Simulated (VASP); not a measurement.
Runs of VASP 6.6.1 on GaN. The structure is that of space group F-43m (No. 216), or close to it. The cells are those of the table. 

```csv
cell,gap on the mesh (eV),pressure (GPa),largest force (eV/Å)
"a = 3.171 Å, angles 60.7°, 2 atoms",1.68,5.0,(a)
"a = 3.192 Å, angles 59.8°, 2 atoms",1.72,4.9,0.05
"a = 3.182 Å, angles 60.2°, 2 atoms",1.71,4.9,0.05
"a = 3.176 Å, angles 60.4°, 2 atoms",1.70,5.0,(b)
"a = 3.203 Å, angles 59.3°, 2 atoms",1.70,5.0,0.14
"a = 3.187 Å, angles 60.0°, 2 atoms",1.72,4.9,-
"a = 3.198 Å, angles 59.6°, 2 atoms",1.71,5.0,0.09
```

Alike in all rows: task single point; level PBE; potentials or basis VASP PAW PBE potentials, release 64 (Ga_d, N); no spin polarisation; k mesh 7 × 7 × 7; cutoff (eV) 600; smearing fermi-dirac 0.02 eV.

Problem. Estimate the missing entries.

Solution. (a) 0.16; (b) 0.10.

A k mesh can miss the band edges, and the runs leave out spin-orbit coupling on Ga.
